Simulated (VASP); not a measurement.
Write the native input for VASP 6.6.1 that does the following.

| Property | Result |
| --- | --- |
| Task | single point |
| Functional | PBE |
| Potentials or basis | VASP PAW PBE potentials, release 64 (Ni) |
| Cutoff | 520 eV |
| k mesh | 12 × 12 × 12 |
| Occupations | fermi-dirac, width 0.05 eV |
| Spin | collinear spin, ferromagnetic start |
| Starting moments | [0.26] μB |
| Fixed moment | 0.26 μB |
| Hubbard terms | Ni d U = 6.2 eV |
| Dipole correction | no |
| Further INCAR settings | ALGO = Normal; EDIFF = 1e-07; NBANDS = 15 |

The structure of Ni lies in POSCAR:

```
Ni
1.0
    0.0000000000      1.7698700000      1.7698700000
    1.7698700000      0.0000000000      1.7698700000
    1.7698700000      1.7698700000      0.0000000000
Ni
1
Direct
    0.0000000000      0.0000000000      0.0000000000
```

The input as run:

INCAR

```
SYSTEM = Ni
ALGO = Normal
EDIFF = 1E-7
ENCUT = 520
GGA = PE
ISIF = 2
ISMEAR = -1
ISPIN = 2
LASPH = .True.
LCHARG = .False.
LDAU = .True.
LDAUJ = 0
LDAUL = 2
LDAUPRINT = 1
LDAUTYPE = 2
LDAUU = 6.2
LMAXMIX = 4
LORBIT = 11
LREAL = .False.
LWAVE = .False.
MAGMOM = 0.26
NBANDS = 15
NELM = 150
NUPDOWN = 0.26
PREC = Accurate
SIGMA = 0.05
```

KPOINTS

```
k-points
0
Gamma
  12 12 12
  0 0 0
```

Potentials or basis: VASP PAW PBE potentials, release 64 (Ni).

The run is started by

```sh
$ cat potpaw_PBE.64/Ni/POTCAR > POTCAR
$ mpirun -np 1 vasp_std > vasp.out
```

Results of the run:

- Pressure: -16.7 GPa
- Net moment: 0.26 μB per cell
- Site moments: Ni +0.29 μB
- Valence electrons inside the program's atomic spheres: Ni 9.45

Caveat: the total moment is fixed, so each spin has its own Fermi level; the U is typed as a test and isn't derived for this compound.

Wall time 72 s on 1 thread of AMD EPYC 7R43 64-Core Processor (Zen 3), on a shared host, peak memory 0.1 GiB.
